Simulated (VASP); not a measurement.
**SnH5: relaxation of cell and atoms with PBE**

SnH5:

```
CELL_PARAMETERS angstrom
3.61799 0.00000 0.00000
-1.80899 3.13327 0.00000
0.00000 0.00000 5.35271
ATOMIC_POSITIONS crystal
Sn 0.33333 0.66667 0.00000
H 0.66667 0.33333 0.68167
H 0.33333 0.66667 0.57252
H 0.66667 0.33333 0.50000
H 0.33333 0.66667 0.42748
H 0.66667 0.33333 0.31833
```

The cell was built from a structure type or drawn by symmetry, and may not be a known phase.

```json
{
 "Program": "VASP 6.6.1",
 "Task": "relaxation of cell and atoms",
 "Functional": "PBE",
 "Potentials or basis": "VASP PAW PBE potentials, release 64 (Sn_d, H_h)",
 "Cutoff": "910 eV",
 "k mesh": "6 × 6 × 4",
 "Occupations": "gaussian, width 0.1 eV",
 "Spin": "no spin polarisation",
 "Dipole correction": "no",
 "Further INCAR settings": "ALGO = Normal; EDIFF = 1e-07; IBRION = 2; EDIFFG = -0.04; NSW = 90; ISIF = 3"
}
```

```yaml
Relaxed_volume: 9.80 Å³/atom
Relaxed_cell: a = 3.467 Å, b = 3.467 Å, c = 5.645 Å, α = 90.00°, β = 90.00°, γ = 120.00°
Space_group_after_relaxing_to_0.1_Å: P-6m2 (No. 187)
Energy_gained_by_relaxing: 12.2 meV/atom
Ionic_steps: 7
Pressure_after_relaxing: 0.4 GPa
Largest_force_after_relaxing: 0.032 eV/Å
Band_gap_on_the_k_mesh: zero (an odd number of electrons rules out a gap without spin polarisation)
```

Forces on the atoms (eV/Å):
```
Sn   0.000  0.000  0.000
H    0.000  0.000 -0.017
H    0.000  0.000  0.032
H    0.000  0.000  0.000
H    0.000  0.000 -0.032
H    0.000  0.000  0.017
```

Stress tensor (GPa, compression positive):
```
0.45 0.00 0.00
0.00 0.45 0.00
0.00 0.00 0.15
```

The path:
```
step  energy change (eV)  largest force (eV/Å)  pressure (GPa)  volume (Å³)
   1              0.0000                0.1394           -0.33        60.68
   2             -0.0191                0.1314           -0.35        60.49
   3             -0.0460                0.4943           -0.23        59.87
   4             -0.0554                0.3835           -0.47        59.73
   5             -0.0585                0.3862           -0.69        59.58
   6             -0.0660                0.2878           -0.40        59.35
   7             -0.0733                0.0321            0.35        58.78
```

Final structure:
```
Sn H
1.0
     3.46733    0.00000    0.00000
    -1.73367    3.00280    0.00000
     0.00000    0.00000    5.64535
Sn H
1 5
Direct
  0.33333 0.66667 0.00000
  0.66667 0.33333 0.67077
  0.33333 0.66667 0.56782
  0.66667 0.33333 0.50000
  0.33333 0.66667 0.43218
  0.66667 0.33333 0.32923
```

Levels at points of the mesh, in eV from the Fermi level:
```tsv
k point	band 7	band 8	band 9	band 10	band 11	band 12
(0.00, 0.00, 0.00)	-7.31	-4.31	-3.04	4.71	6.15	6.15
(0.50, 0.00, 0.00)	-6.43	-4.54	-2.34	-1.73	0.85	3.27
(0.00, 0.00, 0.50)	-9.30	-3.06	-0.15	0.29	6.29	6.29
(0.50, 0.00, 0.50)	-6.04	-5.96	-3.81	1.47	2.57	3.43
```

It took 2.6 min on 1 thread of Intel(R) Xeon(R) Platinum 8259CL CPU @ 2.50GHz (Skylake/Cascade Lake), on a shared host, peak memory 0.28 GiB.

Caveat: spin-orbit coupling is left out, which moves the levels of the heavy elements.
